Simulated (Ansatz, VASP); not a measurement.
**Two plane-wave programs on Mo**

```
Mo
1.0
    -1.50912    1.82517    1.40641
     1.50912   -1.82517    1.40641
     1.50912    1.82517   -1.40641
Mo
1
Cartesian
  0.0000 0.0000 0.0000
```

Change from the starting cell: strain +e along x and -e along y -0.1000, strain +e along z and -e/2 along x and y -0.1100.

Alike in both runs: task single point; functional PBE; k mesh 20 × 20 × 20; occupations gaussian, width 0.15 eV; no spin polarisation.

```csv
,VASP,Ansatz
version,VASP 6.6.1,Ansatz 0.2.0
potentials or method,"VASP PAW PBE potentials, release 64 (Mo_sv), cutoff 520 eV","scalar-relativistic, plane waves, PAW"
valence electrons in the cell,14,14
```

Ansatz gave:

* gap on the k mesh at the Fermi level (eV): none
* pressure (GPa): 8.9
* traceless stress, the component that is largest in VASP (GPa): -13.83

Task: What did VASP give for the same quantities?

Result: gap on the k mesh at the Fermi level (eV): none; pressure (GPa): 9.4; traceless stress, the component that is largest in VASP (GPa): -13.82.

A gap of «none» marks a metal or a gap that the smearing closes. With one functional, cell and mesh, what is left measures potentials, basis and numerics.
